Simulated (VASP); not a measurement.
Set up this calculation in VASP 6.6.1, as the native input.

```
Task                   : relaxation of cell and atoms
Functional             : PBE
Potentials or basis    : VASP PAW PBE potentials, release 64 (Zr_sv, Si)
Cutoff                 : 600 eV
k mesh                 : 6 × 6 × 4
Occupations            : gaussian, width 0.1 eV
Spin                   : no spin polarisation
Dipole correction      : no
Further INCAR settings : ALGO = Normal; EDIFF = 1e-07; IBRION = 2; EDIFFG = -0.04; NSW = 90; ISIF = 3
```

The structure of Zr2Si3 lies in POSCAR:

```
Zr2Si3
1.0
    4.1276553900      0.0000000000      0.0000000000
   -2.0638277000      3.5746544300      0.0000000000
    0.0000000000      0.0000000000      5.0686112500
Zr Si
2 3
Direct
    0.6666666700      0.3333333300      0.5000000000
    0.3333333300      0.6666666700      0.0000000000
    0.0000000000      0.0000000000      0.7454000100
    0.0000000000      0.0000000000      0.2545999900
    0.6666666700      0.3333333300      0.0000000000
```

These files were run (other wordings do the same):

INCAR

```
PREC = Accurate ; ENCUT = 600
EDIFF = 1E-7 ; ISMEAR = 0
SIGMA = 0.1 ; LREAL = F
LASPH = T ; NELM = 80
ALGO = Normal ; ISIF = 3
LWAVE = F ; LCHARG = F
GGA = PE ; IBRION = 2
NSW = 90 ; EDIFFG = -0.04
```

KPOINTS

```
Automatic mesh
0
Gamma
  6 6 4
```

Potentials or basis: VASP PAW PBE potentials, release 64 (Zr_sv, Si).

Run with:

```sh
$ cat potpaw_PBE.64/Zr_sv/POTCAR potpaw_PBE.64/Si/POTCAR > POTCAR
$ mpirun -np 1 vasp_std > vasp.out
```

Results of the run:

The relaxed volume is 18.38 Å³/atom and the relaxed cell is a = 4.498 Å, b = 4.498 Å, c = 5.245 Å, α = 90.00°, β = 90.00°, γ = 120.00°. The space group after relaxing (to 0.05 Å) is P-6m2 (No. 187) and the energy gained by relaxing is 325.0 meV/atom. The ionic steps are 11 and the pressure after relaxing is 0.1 GPa. The largest force after relaxing is 0.005 eV/Å and the band gap on the k mesh is zero (band 18 reaches 9.95 eV, above the bottom of band 19 at 8.87 eV).

Caveat: the volume moved by over 15 % at a fixed basis, so the end points are rough.

It took 3.6 min on 1 thread of Intel(R) Xeon(R) 6975P-C (Granite Rapids), with other jobs on the host, peak memory 0.25 GiB.
